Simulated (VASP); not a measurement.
Sn, 1 atom in the cell. Symmetry: I4/mmm, No. 139, tetragonal system. Conventional cell: a = 3.789 Å, b = 3.789 Å, c = 3.505 Å, α = 90.00°, β = 90.00°, γ = 90.00°. Within 4.2 Å of Sn (site symmetry 4/mmm) lie 14 Sn at 3.20 to 3.79 Å.  This cell differs from its parent crystal: strain -0.0750 x Voigt [0, 0, 1, 0, 0, 0].

```yaml
Program: VASP 6.6.1
Task: single point
Functional: PBEsol
Dispersion: D3(BJ)
Potentials_or_basis: VASP PAW PBE potentials, release 64 (Sn_d)
Cutoff: 520 eV
k_mesh: 18 × 18 × 18
Occupations: gaussian, width 0.15 eV
Spin: no spin polarisation
Dipole_correction: no
Further_INCAR_settings: ALGO = Fast; EDIFF = 1e-06; NBANDS = 13
```

Potentials or basis: VASP PAW PBE potentials, release 64 (Sn_d).

Launch:

```bash
$ cat potpaw_PBE.64/Sn_d/POTCAR > POTCAR
$ mpirun -np 1 vasp_std > vasp.out
```

Hardware: 1 thread of Intel Xeon 8259CL (shared host).

Estimate the wall time of this run.

Run time: 2.9 min on 1 thread of Intel Xeon 8259CL, with other jobs on the host, peak memory 0.26 GiB. Counts: scf iterations 12, k points 480.
